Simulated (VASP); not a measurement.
Set up this calculation in VASP 6.6.1, as the native input.

| Quantity | Value |
| --- | --- |
| Task | relaxation of cell and atoms |
| Functional | PBE |
| Potentials or basis | VASP PAW PBE potentials, release 64 (Ta_pv, Bi_d, O) |
| Cutoff | 600 eV |
| k mesh | 12 × 12 × 4 |
| Occupations | gaussian, width 0.1 eV |
| Spin | no spin polarisation |
| Dipole correction | no |
| Further INCAR settings | ALGO = Normal; EDIFF = 1e-06; IBRION = 2; EDIFFG = -0.01; NSW = 100; ISIF = 3 |

The structure of Ta2Bi2O lies in POSCAR:

```
Ta2Bi2O
1.0
    3.4353482747      0.0000000000      0.0000000000
   -1.7176741373      2.9750988767      0.0000000000
    0.0000000000      0.0000000000     10.7579879885
Ta Bi O
2 2 1
Direct
    0.3333333333      0.6666666667      0.4082475949
    0.6666666667      0.3333333333      0.5917524051
    0.0000000000      0.0000000000      0.1851424706
    0.0000000000      0.0000000000      0.8148575294
    0.0000000000      0.0000000000      0.5000000000
```

The input as run:

INCAR

```
SYSTEM = Ta2Bi2O
PREC     = Accurate       ! precision mode
ENCUT    = 600            ! plane-wave cutoff, eV
EDIFF    = 1E-6           ! SCF threshold, eV
ISMEAR   = 0              ! smearing method
SIGMA    = 0.1            ! smearing width, eV
LREAL    = .FALSE.        ! projectors in reciprocal space
LASPH    = .TRUE.         ! aspherical terms in the spheres
NELM     = 60             ! most SCF steps
ALGO     = Normal         ! electronic algorithm
ISIF     = 3              ! what is computed and relaxed
LWAVE    = .FALSE.        ! write WAVECAR
LCHARG   = .FALSE.        ! write CHGCAR
GGA      = PE             ! functional
IBRION   = 2              ! ionic algorithm
NSW      = 100            ! ionic steps
EDIFFG   = -0.01          ! ionic threshold
```

KPOINTS

```
regular mesh
0
G
  12 12 4
  0 0 0
```

Potentials or basis: VASP PAW PBE potentials, release 64 (Ta_pv, Bi_d, O).

Run with:

```bash
$ cat potpaw_PBE.64/Ta_pv/POTCAR potpaw_PBE.64/Bi_d/POTCAR potpaw_PBE.64/O/POTCAR > POTCAR
$ mpirun -np 1 vasp_std > vasp.out
```

It gave:

- Relaxed volume: 22.32 Å³/atom
- Relaxed cell: a = 3.438 Å, b = 3.438 Å, c = 10.904 Å, α = 90.00°, β = 90.00°, γ = 120.00°
- Space group after relaxing (to 0.05 Å): P-3m1 (No. 164)
- Energy gained by relaxing: 0.6 meV/atom
- Ionic steps: 13
- Pressure after relaxing: 0.0 GPa
- Largest force after relaxing: 0.005 eV/Å
- Band gap on the k mesh: zero (band 29 reaches 7.91 eV, above the bottom of band 30 at 5.45 eV)

Caveat: spin-orbit coupling is left out, which moves the levels of the heavy elements.

Wall time 22 min on 1 thread of Intel(R) Xeon(R) 6975P-C (Granite Rapids), with other jobs on the host, peak memory 0.47 GiB.
